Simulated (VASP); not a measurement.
Input of a VASP 6.6.1 run:

Contents of INCAR:

```
SYSTEM = Ta
  PREC = Accurate
  ENCUT = 520
  EDIFF = 1E-7
  ISMEAR = 0
  SIGMA = 0.1
  LREAL = .False.
  LASPH = .True.
  NELM = 100
  ALGO = Normal
  ISIF = 2
  LWAVE = .False.
  LCHARG = .False.
  NBANDS = 12
```

Contents of KPOINTS:

```
regular mesh
0
Gamma
  8 8 8
  0 0 0
```

The input POSCAR:

```
Ta
1.0
   -1.6512800000      1.6512800000      1.6512800000
    1.6512800000     -1.6512800000      1.6512800000
    1.6512800000      1.6512800000     -1.6512800000
Ta
1
Direct
    0.0000000000      0.0000000000      0.0000000000
```

Potentials or basis: VASP PAW LDA potentials, release 64 (Ta_pv).

Launch:

```bash
$ cat potpaw_LDA.64/Ta_pv/POTCAR > POTCAR
$ mpirun -np 1 vasp_std > vasp.out
```

Problem. Predict the pressure.

Solution. -9.9 GPa.
